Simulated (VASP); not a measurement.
Wanted: the native input for a VASP 6.6.1 run.

```
Task                               : single point
Functional                         : HSE06
Potentials or basis                : VASP PAW PBE potentials, release 64 (Cd, S)
Cutoff                             : 520 eV
k mesh                             : 6 × 6 × 6
Occupations                        : gaussian, width 0.02 eV
Spin                               : spin-orbit coupling, no magnetisation
Grid for exact exchange (PRECFOCK) : Fast
Further INCAR settings             : ALGO = Normal; EDIFF = 1e-07; NBANDS = 30
Share of exact exchange            : 0.25
Screening parameter                : 0.2 1/Å
```

CdS:

```
Cd S
1.0
     0.00000    2.91650    2.91650
     2.91650    0.00000    2.91650
     2.91650    2.91650    0.00000
Cd S
1 1
Direct
  0.00000 0.00000 0.00000
  0.75000 0.75000 0.75000
```

These files were run (other wordings do the same):

POSCAR

```
CdS
1.0
    0.0000000000      2.9165000000      2.9165000000
    2.9165000000      0.0000000000      2.9165000000
    2.9165000000      2.9165000000      0.0000000000
Cd S
1 1
Direct
    0.0000000000      0.0000000000      0.0000000000
    0.7500000000      0.7500000000      0.7500000000
```

INCAR.step1

```
SYSTEM = CdS
PREC = Accurate
ENCUT = 520
EDIFF = 1E-5
ISMEAR = 0
SIGMA = 0.02
LREAL = .FALSE.
LASPH = .TRUE.
NELM = 100
ALGO = Normal
ISIF = 2
LWAVE = .TRUE.
LCHARG = .FALSE.
LNONCOLLINEAR = .TRUE.
MAGMOM = 0 0 0 0 0 0
LORBIT = 11
LSORBIT = .TRUE.
GGA_COMPAT = .FALSE.
NBANDS = 30
GGA = PE
KPAR = 4
```

INCAR.step2

```
SYSTEM = CdS
PREC = Accurate
ENCUT = 520
EDIFF = 1E-7
ISMEAR = 0
SIGMA = 0.02
LREAL = .FALSE.
LASPH = .TRUE.
NELM = 100
ALGO = Normal
ISIF = 2
LWAVE = .FALSE.
LCHARG = .FALSE.
LNONCOLLINEAR = .TRUE.
MAGMOM = 0 0 0 0 0 0
LORBIT = 11
LSORBIT = .TRUE.
GGA_COMPAT = .FALSE.
GGA = PE
LHFCALC = .TRUE.
HFSCREEN = 0.2
PRECFOCK = Fast
NBANDS = 30
ISTART = 1
KPAR = 4
```

KPOINTS

```
Automatic mesh
0
G
  6 6 6
  0 0 0
```

Potentials or basis: VASP PAW PBE potentials, release 64 (Cd, S).

Run with:

```bash
$ cat potpaw_PBE.64/Cd/POTCAR potpaw_PBE.64/S/POTCAR > POTCAR
$ cp INCAR.step1 INCAR
$ mpirun -np 4 vasp_ncl > vasp.out
$ cp INCAR.step2 INCAR
$ mpirun -np 4 vasp_ncl > vasp.out
```

Results of the run:

| Item | Value |
| --- | --- |
| Pressure | 2.0 GPa |
| Valence electrons inside the program's atomic spheres | Cd 10.33; S 3.75 |

Caveat: the PAW data sets were made with another functional, which shifts forces and pressure a little.

Run time: 40 min on 4 MPI ranks on Intel(R) Xeon(R) Platinum 8488C (Sapphire Rapids), on a shared host, peak memory 0.45 GiB a rank.
